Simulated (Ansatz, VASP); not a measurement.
## C in VASP and in Ansatz

```
C
1.0
     1.22940    0.70979    7.70072
    -1.22940    0.70979    7.70072
     0.00000   -1.41959    7.70072
C
4
Direct
  0.92097 0.92097 0.92097
  0.25429 0.25429 0.25429
  0.74571 0.74571 0.74571
  0.07903 0.07903 0.07903
```

Alike in both runs: functional PBEsol; k mesh 18 × 18 × 18; occupations gaussian, width 0.01 eV; no spin polarisation.

Ansatz relaxed the structure, and its values are those at the end. VASP's run is a single point on that final structure, the one shown.

|  | VASP | Ansatz |
| --- | --- | --- |
| version | VASP 6.6.1 | Ansatz 0.2.0 |
| potentials or method | VASP PAW PBE potentials, release 64 (C), cutoff 520 eV | scalar-relativistic, plane waves, PAW |
| valence electrons in the cell | 16 | 16 |

|  | VASP | Ansatz | Ansatz less VASP |
| --- | --- | --- | --- |
| gap on the k mesh at the Fermi level (eV) | 0.08 | 0.08 | -0.001 |
| least direct gap on the mesh (eV) | 0.08 | 0.08 | -0.001 |
| pressure (GPa) | 0.6 | 0.0 | -0.59 |

VASP's potentials were made for PBE, not for PBEsol.
